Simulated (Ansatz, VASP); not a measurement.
## Two plane-wave programs on Ag

Contents of INCAR:

```
SYSTEM = Ag
ALGO     = Fast           ! electronic algorithm
EDIFF    = 1E-6           ! SCF threshold, eV
ENCUT    = 520            ! plane-wave cutoff, eV
GGA      = PS             ! functional
GGA_COMPAT= .FALSE.      
ISIF     = 2              ! what is computed and relaxed
ISMEAR   = -1             ! smearing method
LASPH    = .TRUE.         ! aspherical terms in the spheres
LCHARG   = .FALSE.        ! write CHGCAR
LMAXMIX  = 4              ! l up to which the mixer works
LORBIT   = 11             ! projections on sites
LORBMOM  = .TRUE.       
LREAL    = .FALSE.        ! projectors in reciprocal space
LSORBIT  = .TRUE.         ! spin-orbit coupling
LWAVE    = .FALSE.        ! write WAVECAR
MAGMOM   = 0 0 0 0 0 0    ! initial moments
NBANDS   = 34             ! bands
NELM     = 150            ! most SCF steps
PREC     = Accurate       ! precision mode
SIGMA    = 0.05           ! smearing width, eV
```

KPOINTS

```
k-points
0
G
  10 10 6
  0 0 0
```

The input POSCAR:

```
Ag
1.0
    2.9300000000      0.0000000000      0.0000000000
   -1.4650000000      2.5374544331      0.0000000000
    0.0000000000      0.0000000000      4.7900000000
Ag
2
Direct
    0.6666666667      0.3333333333      0.7500000000
    0.3333333333      0.6666666667      0.2500000000
```

The input input.yaml:

```yaml
crystal:
  lattice:
    - [2.93, 0.0, 0.0]
    - [-1.465, 2.5374544331, 0.0]
    - [0.0, 0.0, 4.79]
  atoms:
    - { symbol: Ag, position: [0.6666666667, 0.3333333333, 0.75] }
    - { symbol: Ag, position: [0.3333333333, 0.6666666667, 0.25] }
hamiltonian:
  xc: pbesol
  pseudopotentials: { kind: paw_fr }
magnetization:
  noncollinear: true
  spin_orbit: true
kpoints:
  mp_grid: { grid: [10, 10, 6] }
  band_path:
    path:
      - [[0.0, 0.0, 0.0], [0.5, 0.0, 0.0], [0.3333333333, 0.3333333333, 0.0], [0.0, 0.0, 0.0], [0.0, 0.0, 0.5], [0.5, 0.0, 0.5], [0.3333333333, 0.3333333333, 0.5], [0.0, 0.0, 0.5]]
      - [[0.5, 0.0, 0.5], [0.5, 0.0, 0.0]]
      - [[0.3333333333, 0.3333333333, 0.0], [0.3333333333, 0.3333333333, 0.5]]
    npoints: 14
scf:
  occupations: { method: fermi_dirac, width: 0.05 }
  n_extra_bands: 6
output:
  forces: true
  stress: true
  eigenvalues: true
  fatbands: false
```

Alike in both runs: functional PBEsol; k mesh 10 × 10 × 6; occupations fermi-dirac, width 0.05 eV; non-collinear spin, spin-orbit coupling.

|  | VASP | Ansatz |
| --- | --- | --- |
| version | VASP 6.6.1 | Ansatz 0.2.0 |
| potentials or method | VASP PAW PBE potentials, release 64 (Ag) | Ansatz PAW |
| plane-wave cutoff (eV) | 520 | 420 |
| valence electrons in the cell | 22 | 38 |
| task | single point | band structure |

|  | VASP | Ansatz | Ansatz less VASP |
| --- | --- | --- | --- |
| pressure (GPa) | -6.4 | -6.3 | +0.13 |
| traceless stress, the component that is largest in VASP (GPa) | -0.41 | -0.40 | +0.005 |
| net moment per atom (μB) | 0.00 | 0.00 | 0.000 |

VASP's potentials were made for PBE, not for PBEsol. The functional is the same, so the differences come from potentials, cutoffs and numerics. VASP's potentials hold 22 valence electrons a cell and Ansatz's 38, so a difference there can come from the potentials and not from the codes.
